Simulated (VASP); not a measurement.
# Si29Sn3 (P1) in VASP: settings compared

Aim: see how the results for Si29Sn3 move with the level of theory and the settings. Levels: r2SCAN, PBEsol. Tasks: single point.

Everything below comes from runs of VASP 6.6.1. Logs are shortened: lines on timing, memory, paths and dates and some standing lists are left out, and cuts for length are marked.

**1. The cell of the first run**

The typed cell holds 64 atoms: a = 11.075 Å, b = 11.075 Å, c = 11.075 Å, α = 90.00°, β = 90.00°, γ = 90.00°.

**2. Single point, r2SCAN**

File POSCAR:

```
Si29Sn3
1.0
   11.0754400000      0.0000000000      0.0000000000
    0.0000000000     11.0754400000      0.0000000000
    0.0000000000      0.0000000000     11.0754400000
Si Sn
58 6
Direct
    0.0012300000      0.0001460000      0.9996760000
    0.9988680000      0.0011570000      0.5002220000
    0.9903070000      0.4924260000      0.9919990000
    0.0012140000      0.5009550000      0.5003660000
    0.5104230000      0.9923410000      0.0089220000
    0.5000400000      0.5012060000      0.9998840000
    0.5016860000      0.5015870000      0.5000980000
    0.1198850000      0.1245100000      0.1244540000
    0.1199470000      0.1242980000      0.6253210000
    0.1230660000      0.6231190000      0.6257650000
    0.6307700000      0.1275370000      0.1218380000
    0.6241820000      0.6218710000      0.1225050000
    0.6250370000      0.6224400000      0.6278180000
    0.2409750000      0.2578780000      0.0098390000
    0.2387350000      0.2600150000      0.5111150000
    0.2575250000      0.7572540000      0.9890370000
    0.2453280000      0.7439050000      0.4995690000
    0.7503580000      0.2499460000      0.9970250000
    0.7623670000      0.2613440000      0.4894150000
    0.7509000000      0.7473950000      0.0020570000
    0.7599410000      0.7387250000      0.5109500000
    0.3778410000      0.3778800000      0.1248950000
    0.3722760000      0.3836050000      0.6255740000
    0.3750720000      0.8722200000      0.1219960000
    0.3601140000      0.8568020000      0.6370340000
    0.8725890000      0.3726370000      0.1249050000
    0.8785230000      0.3780760000      0.6245700000
    0.8761560000      0.8779130000      0.1227310000
    0.8801990000      0.8720620000      0.6283840000
    0.2384310000      0.9906160000      0.2388000000
    0.2371230000      0.9913820000      0.7442460000
    0.2580650000      0.4903460000      0.2610600000
    0.2481800000      0.5024190000      0.7519900000
    0.7613570000      0.0110990000      0.2406920000
    0.7617820000      0.9903390000      0.7623860000
    0.7511680000      0.5028430000      0.2489410000
    0.7497950000      0.4999380000      0.7499320000
    0.3750760000      0.6219490000      0.3778400000
    0.3772500000      0.6233900000      0.8745770000
    0.8807820000      0.1281530000      0.3725970000
    0.8784160000      0.1238370000      0.8784470000
    0.8757390000      0.6222300000      0.3787680000
    0.8720920000      0.6241890000      0.8732250000
    0.0018880000      0.2510570000      0.2500180000
    0.9986450000      0.2477750000      0.7501430000
    0.9899340000      0.7576530000      0.2595920000
    0.0007970000      0.7468670000      0.7519100000
    0.5112160000      0.2594220000      0.2393090000
    0.4991770000      0.2713060000      0.7534360000
    0.4903540000      0.7369380000      0.2398380000
    0.5006680000      0.7452740000      0.7532760000
    0.1222710000      0.3755080000      0.3788570000
    0.1220090000      0.3740400000      0.8735900000
    0.1220850000      0.8749300000      0.3776890000
    0.1209530000      0.8743310000      0.8742990000
    0.6282130000      0.3804980000      0.3721820000
    0.6270420000      0.3813620000      0.8784140000
    0.6277180000      0.8694340000      0.8784620000
    0.4903790000      0.9910010000      0.5101320000
    0.1253720000      0.6247190000      0.1262140000
    0.6390250000      0.1361200000      0.6354660000
    0.3627590000      0.1362970000      0.3640430000
    0.3729750000      0.1239620000      0.8770540000
    0.6358460000      0.8630080000      0.3640140000
```

File INCAR.step1:

```
PREC = Accurate
ENCUT = 520
ISMEAR = -1
SIGMA = 0.05
LREAL = Auto
LASPH = T
NELM = 60
NBANDS = 196
GGA = PE
ALGO = Normal
EDIFF = 1E-4
LWAVE = T
LCHARG = F
```

File INCAR.step2:

```
PREC = Accurate
ENCUT = 520
EDIFF = 1E-7
ISMEAR = -1
SIGMA = 0.05
LREAL = Auto
LASPH = T
NELM = 60
ALGO = Normal
ISIF = 2
LWAVE = F
LCHARG = F
METAGGA = R2SCAN
LMIXTAU = T
NBANDS = 196
ISTART = 1
```

File KPOINTS:

```
regular mesh
0
Gamma
  1 1 1
```

Potentials or basis: VASP PAW PBE potentials, release 64 (Si, Sn_d).

On the command line:

```bash
> cat potpaw_PBE.64/Si/POTCAR potpaw_PBE.64/Sn_d/POTCAR > POTCAR
> cp INCAR.step1 INCAR
> mpirun -np 1 vasp_gam > vasp.out
> cp INCAR.step2 INCAR
> mpirun -np 1 vasp_gam > vasp.out
```

OUTCAR:

```text
PREC = Accurate
   ENCUT = 520
   EDIFF = 1E-7
   ISMEAR = -1
   LREAL = Auto
   LASPH = T
   NELM = 60
   ISIF = 2
   METAGGA = R2SCAN
   ISTART = 1

 ion  position               nearest neighbor table
   1  0.001  0.000  1.000-  41 2.35   8 2.35  28 2.37  55 2.37
   2  0.999  0.001  0.500-   9 2.36  54 2.38  40 2.38  29 2.41
   3  0.990  0.492  0.992-  53 2.36  43 2.36  26 2.37  60 2.57
   4  0.001  0.501  0.500-  52 2.35  42 2.36  10 2.36  27 2.36
   5  0.510  0.992  0.009-  11 2.36  24 2.36  58 2.37  63 2.56
   6  0.500  0.501  1.000-  12 2.35  57 2.36  39 2.37  22 2.37
[... 56 lines left out ...]
  63  0.373  0.124  0.877-  49 2.55  14 2.55   5 2.56  31 2.57
  64  0.636  0.863  0.364-  21 2.54  50 2.54  34 2.55  59 2.69

  LATTYP: Found a simple cubic cell.
 ALAT       =    11.0754400000

  Lattice vectors:

 A1 = (  11.0754400000,   0.0000000000,   0.0000000000)
 A2 = (   0.0000000000,  11.0754400000,   0.0000000000)
 A3 = (   0.0000000000,   0.0000000000,  11.0754400000)

Analysis of symmetry for initial positions (statically):
=====================================================================
 Subroutine PRICEL returns:
 Original cell was already a primitive cell.

 Routine SETGRP: Setting up the symmetry group for a
 simple cubic supercell.

 Subroutine GETGRP returns: Found  1 space group operations
 (whereof  1 operations were pure point group operations)
 out of a pool of 48 trial point group operations.

The static configuration has the point symmetry C_1 .

Analysis of symmetry for dynamics (positions and initial velocities):
=====================================================================
 Subroutine PRICEL returns:
 Original cell was already a primitive cell.

 Routine SETGRP: Setting up the symmetry group for a
 simple cubic supercell.

 Subroutine GETGRP returns: Found  1 space group operations
 (whereof  1 operations were pure point group operations)
 out of a pool of 48 trial point group operations.

The dynamic configuration has the point symmetry C_1 .

 Subroutine INISYM returns: Found  1 space group operations
 (whereof  1 operations are pure point group operations),
 and found     1 'primitive' translations

----------------------------------------------------------------------------------------

                                     Primitive cell

  volume of cell :    1358.5730

  direct lattice vectors                    reciprocal lattice vectors
    11.075440000  0.000000000  0.000000000     0.090289867  0.000000000  0.000000000
     0.000000000 11.075440000  0.000000000     0.000000000  0.090289867  0.000000000
     0.000000000  0.000000000 11.075440000     0.000000000  0.000000000  0.090289867

  length of vectors
    11.075440000 11.075440000 11.075440000     0.090289867  0.090289867  0.090289867

  position of ions in fractional coordinates (direct lattice)
     0.001230000  0.000146000  0.999676000
     0.998868000  0.001157000  0.500222000
     0.990307000  0.492426000  0.991999000
     0.001214000  0.500955000  0.500366000
     0.510423000  0.992341000  0.008922000
     0.500040000  0.501206000  0.999884000
[... 56 lines left out ...]
     0.372975000  0.123962000  0.877054000
     0.635846000  0.863008000  0.364014000

  ion indices of the primitive-cell ions
   primitive index   ion index
                 1           1
                 2           2
                 3           3
                 4           4
                 5           5
                 6           6
[... 56 lines left out ...]
                63          63
                64          64

----------------------------------------------------------------------------------------

 KPOINTS: regular mesh

Automatic generation of k-mesh.
 Grid dimensions read from file:
 generate k-points for:    1    1    1

 Generating k-lattice:

  Cartesian coordinates                     Fractional coordinates (reciprocal lattice)
     0.090289867  0.000000000  0.000000000     1.000000000  0.000000000  0.000000000
     0.000000000  0.090289867  0.000000000     0.000000000  1.000000000  0.000000000
     0.000000000  0.000000000  0.090289867     0.000000000  0.000000000  1.000000000

  Length of vectors
     0.090289867  0.090289867  0.090289867

  Shift w.r.t. Gamma in fractional coordinates (k-lattice)
     0.000000000  0.000000000  0.000000000

 Subroutine IBZKPT returns following result:
 ===========================================

 Found      1 irreducible k-points:

 Following reciprocal coordinates:
            Coordinates               Weight
  0.000000  0.000000  0.000000      1.000000
   k-points           NKPTS =      1   k-points in BZ     NKDIM =      1   number of bands    NBANDS=    196
   number of dos      NEDOS =    301   number of ions     NIONS =     64
   total plane-waves  NPLWV = 592704
   dimension x,y,z NGX =    84 NGY =   84 NGZ =   84
   dimension x,y,z NGXF=   168 NGYF=  168 NGZF=  168
   ions per type =              58   6
   NGX,Y,Z   is equivalent  to a cutoff of  12.61, 12.61, 12.61 a.u.
   NGXF,Y,Z  is equivalent  to a cutoff of  25.22, 25.22, 25.22 a.u.
 SYSTEM =  unknown system
   PREC   = accura    normal or accurate (medium, high low for compatibility)
   ISTART =      1    job   : 0-new  1-cont  2-samecut
   ICHARG =      0    charge: 1-file 2-atom 10-const
   ISPIN  =      1    spin polarized calculation?
   LNONCOLLINEAR =      F non collinear calculations
   LSORBIT =      F    spin-orbit coupling
   LASPH  =      T    aspherical Exc in radial PAW
   ENCUT  =  520.0 eV  38.22 Ry    6.18 a.u.  20.59 20.59 20.59*2*pi/ulx,y,z
   NELM   =     60;   NELMIN=  2; NELMDL=  0     # of ELM steps
   EDIFF  = 0.1E-06   stopping-criterion for ELM
   LREAL  =      T    real-space projection
   EDIFFG = 0.1E-05   stopping-criterion for IOM
   NSW    =      0    number of steps for IOM
   IBRION =     -1    ionic relax: 0-MD 1-quasi-New 2-CG
   NFREE  =      0    steps in history (QN), initial steepest desc. (CG)
   ISIF   =      2    stress and relaxation
   ISYM   =      2    0-nonsym 1-usesym 2-fastsym
   POTIM  = 0.5000    time-step for ionic-motion
   TEBEG  =    0.0;   TEEND  =   0.0 temperature during run
   PSTRESS=    0.0 pullay stress
   NELECT =     316.0000    total number of electrons
   NUPDOWN=      -1.0000    fix difference up-down
   EMIN   =  10.00;   EMAX   =-10.00  energy-range for DOS
   EFERMI =   0.00;   METHOD = LEGACY
   ISMEAR =    -1;   SIGMA  =   0.05  broadening in eV -4-tet -1-fermi 0-gaus
   EFERMI_NEDOS =   21; number of points for ismear=-14 and -15
   IALGO  =     38    algorithm
   IMIX   =      4    mixing-type and parameters
     AMIX     =   0.40;   BMIX     =  1.00
     AMIX_MAG =   1.60;   BMIX_MAG =  1.00
  volume/ion in A,a.u.               =      21.23       143.25
  Fermi-wavevector in a.u.,A,eV,Ry     =   1.006799  1.902575 13.791473  1.013645
  Thomas-Fermi vector in A             =   2.139564
   LORBIT       =      0    0 simple, 1 ext, 2 COOP (PROOUT), +10 PAW based schemes
   METAGGA = R2SCAN    functional components
   LHFCALC =     F    Hartree Fock is set to
   AEXX    =    0.0000 exact exchange contribution
   IVDW    =     0    specifies the selected vdW correction
   LEPSILON=     F    determine dielectric tensor
   LRPA    =     F    only Hartree local field effects (RPA)
 non-spin polarized calculation
  energy-cutoff  :      520.00
  volume of cell :     1358.57
 maximum number of plane-waves:     18225
 NGX is ok and might be reduce to    84
   NGX = 41   NGY = 41   NGZ = 41

 number of electron     316.0000005 magnetization

 Free energy of the ion-electron system (eV)
  ---------------------------------------------------
  ext. energy  EPLUGINS =         0.00000000
  ---------------------------------------------------
  free energy    TOTEN  =      -647.42134508 eV

  energy without entropy =     -647.41660680  energy(sigma->0) =     -647.41897594

 E-fermi :   6.2488     XC(G=0):  -9.8415

 val. band max:        5.9171474100   @ k =   0.0000   0.0000   0.0000
 cond. band min:       6.5909814977   @ k =   0.0000   0.0000   0.0000
 fundamental gap:      0.6738340877
 Fermi energy:         6.2488097809

 k-point     1 :       0.0000    0.0000    0.0000
  band No.  band energies     occupation
      1     -15.9462      2.00000
      2     -15.9381      2.00000
      3     -15.8268      2.00000
      4     -15.8261      2.00000
      5     -15.8190      2.00000
      6     -15.8173      2.00000
[... 162 lines left out ...]
    169       7.1332      0.00000
    170       7.1397      0.00000
 [bands above 170 left out]

------------------------ aborting loop because EDIFF is reached ----------------------------------------

  FORCE on cell =-STRESS in cart. coord.  units (eV):
  Direction    XX          YY          ZZ          XY          YZ          ZX
  --------------------------------------------------------------------------------------
  -------------------------------------------------------------------------------------
  Total        6.6037511      6.6318729      6.4969525      0.6852356     -0.5118025     -0.3276991
  in kB        7.7878632      7.8210275      7.6619146      0.8081045     -0.6035733     -0.3864585
  external PRESSURE =       7.7569351 kB  Pullay stress =       0.0000000 kB

 VOLUME and BASIS-vectors are now :
 -----------------------------------------------------------------------------
  energy-cutoff  :      520.00
  volume of cell :     1358.57
      direct lattice vectors                 reciprocal lattice vectors
    11.075440000  0.000000000  0.000000000     0.090289867  0.000000000  0.000000000
     0.000000000 11.075440000  0.000000000     0.000000000  0.090289867  0.000000000
     0.000000000  0.000000000 11.075440000     0.000000000  0.000000000  0.090289867

 POSITION                                       TOTAL-FORCE (eV/Angst)
 -----------------------------------------------------------------------------------
      0.01362      0.00162     11.07185        -0.012437     -0.003915      0.002379
     11.06290      0.01281      5.54018         0.002965     -0.003403      0.003685
     10.96809      5.45383     10.98683         0.001219     -0.004288      0.011328
      0.01345      5.54830      5.54177        -0.016675     -0.030881      0.016331
      5.65316     10.99061      0.09882        -0.003923     -0.006347     -0.004083
      5.53816      5.55108     11.07416        -0.003663     -0.025445     -0.002779
[... 56 lines left out ...]
      4.13086      1.37293      9.71376         0.008097      0.012359     -0.021307
      7.04227      9.55819      4.03162        -0.044963      0.026942      0.052770
 -----------------------------------------------------------------------------------
    total drift:                                0.009934      0.031431      0.038005

  FREE ENERGIE OF THE ION-ELECTRON SYSTEM (eV)
  ---------------------------------------------------
  free  energy   TOTEN  =      -647.4213450766 eV

  energy  without entropy=     -647.4166067993  energy(sigma->0) =     -647.41897594
```

Run time: 48 min. Hardware: 1 thread of Oxide Virtual Turin-like, shared host; peak memory 1.2 GiB.

Results:

```
Free energy            : -647.4213 eV
Pressure               : 0.8 GPa
Largest force          : 0.128 eV/Å
Band gap on the k mesh : 0.67 eV
```

Forces on the atoms (eV/Å):
```
Si  -0.012 -0.004  0.002
Si   0.003 -0.003  0.004
Si   0.001 -0.004  0.011
Si  -0.017 -0.031  0.016
Si  -0.004 -0.006 -0.004
Si  -0.004 -0.025 -0.003
Si  -0.012 -0.001  0.001
Si   0.018  0.006 -0.012
Si   0.023  0.005  0.014
Si  -0.006 -0.007  0.005
Si   0.006  0.000  0.016
Si   0.003  0.005 -0.003
Si   0.038  0.012 -0.001
Si  -0.004  0.010 -0.007
Si   0.009  0.011 -0.020
Si  -0.012 -0.004  0.008
Si   0.011  0.016  0.018
Si   0.007  0.023  0.013
Si  -0.014 -0.006  0.025
Si   0.007 -0.001 -0.007
Si  -0.006  0.026 -0.021
Si  -0.012 -0.005  0.014
Si   0.008 -0.042  0.042
Si  -0.011 -0.023 -0.005
Si   0.051  0.094 -0.069
Si   0.021  0.028 -0.040
Si  -0.001  0.001 -0.029
Si   0.009 -0.004  0.025
Si  -0.030 -0.034  0.030
Si   0.022  0.015  0.007
Si  -0.005 -0.029  0.006
Si  -0.007 -0.004 -0.011
Si   0.000 -0.019  0.000
Si  -0.018 -0.027  0.007
Si  -0.008  0.007 -0.016
Si   0.010 -0.022 -0.009
Si   0.009 -0.006  0.012
Si  -0.008 -0.007 -0.030
Si  -0.021  0.016  0.014
Si  -0.032  0.016 -0.017
Si   0.003 -0.018 -0.011
Si   0.013  0.030 -0.008
Si   0.027 -0.027  0.012
Si  -0.004  0.015 -0.002
Si   0.003  0.019  0.006
Si   0.008 -0.011 -0.012
Si  -0.006  0.015  0.001
Si  -0.024 -0.005  0.006
Si   0.018  0.018 -0.016
Si   0.015  0.040  0.011
Si  -0.023 -0.002  0.003
Si   0.020  0.022  0.002
Si  -0.021  0.018  0.031
Si  -0.018 -0.019 -0.036
Si   0.020 -0.007 -0.010
Si   0.033 -0.023 -0.019
Si  -0.036 -0.012 -0.035
Si   0.025  0.018  0.006
Sn  -0.031 -0.034  0.026
Sn  -0.007  0.002  0.011
Sn  -0.028 -0.015 -0.020
Sn   0.032 -0.040  0.038
Sn   0.008  0.012 -0.021
Sn  -0.045  0.027  0.053
```

Levels at points of the mesh, in eV from the valence-band top:
```tsv
k point	band 154	band 155	band 156	band 157	band 158	band 159	band 160	band 161	band 162	band 163
(0.00, 0.00, 0.00)	-0.91	-0.84	-0.05	-0.01	0.00	0.67	0.69	0.72	0.73	0.75
```

Caveat: the k points lie up to 0.57 Å⁻¹ apart; the PAW data sets were made with another functional, which shifts forces and pressure a little; spin-orbit coupling is left out, which moves the levels of the heavy elements. A k mesh can miss the band edges.

(Part 1 of 2 ends here.)
